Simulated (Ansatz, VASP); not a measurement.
MgO2 in VASP and in Ansatz

Contents of INCAR:

```
ALGO = Normal
EDIFF = 1E-7
ENCUT = 520
GGA = CA
ISIF = 2
ISMEAR = 0
LASPH = True
LCHARG = False
LREAL = False
LWAVE = False
NBANDS = 14
NELM = 80
PREC = Accurate
SIGMA = 0.05
```

File KPOINTS:

```
k-points
0
Gamma
  12 12 12
```

The input POSCAR:

```
MgO2
1.0
    1.7852966303      1.0307414901      3.4939788749
   -1.7852966303      1.0307414901      3.4939788749
    0.0000000000     -2.0614829802      3.4939788749
Mg O
1 2
Direct
    0.0000000000      0.0000000000      0.0000000000
    0.4287860000      0.4287860000      0.4287860000
    0.5712140000      0.5712140000      0.5712140000
```

Input for Ansatz:

```yaml
crystal:
  lattice:
    - [1.7852966303, 1.0307414901, 3.4939788749]
    - [-1.7852966303, 1.0307414901, 3.4939788749]
    - [0.0, -2.0614829802, 3.4939788749]
  atoms:
    - { symbol: Mg, position: [0.0, 0.0, 0.0] }
    - { symbol: O, position: [0.428786, 0.428786, 0.428786] }
    - { symbol: O, position: [0.571214, 0.571214, 0.571214] }
basis:
  ecutwfc: 420
kpoints:
  mp_grid: { grid: [12, 12, 12] }
hamiltonian:
  xc: lda
scf:
  occupations: { method: gaussian, width: 0.05 }
output:
  forces: true
  stress: true
  eigenvalues: true
```

Change from the starting cell: strain +0.1125 x Voigt [1, 1, 0, 0, 0, 0], atoms carried along.

Alike in both runs: task single point; functional LDA; k mesh 12 × 12 × 12; occupations gaussian, width 0.05 eV; no spin polarisation.

|  | VASP | Ansatz |
| --- | --- | --- |
| version | VASP 6.6.1 | Ansatz 0.2.0 |
| potentials or method | VASP PAW LDA potentials, release 64 (Mg, O), cutoff 520 eV | scalar-relativistic, plane waves, PAW |
| valence electrons in the cell | 14 | 22 |

```csv
,VASP,Ansatz,Ansatz less VASP
gap on the k mesh at the Fermi level (eV),1.97,1.99,+0.018
least direct gap on the mesh (eV),2.15,2.17,+0.023
pressure (GPa),-20.9,-20.4,+0.42
"traceless stress, the component that is largest in VASP (GPa)",10.06,8.74,-1.314
rms of the force components (eV/Å),0.285,0.158,-0.1266
```

LDA's correlation is that of Perdew and Zunger in VASP and of Perdew and Wang (1992) in Ansatz. Atom by atom the forces differ by 0.127 eV/Å (rms over components). VASP's potentials hold 14 valence electrons a cell and Ansatz's 22, so a difference there can come from the potentials and not from the codes.
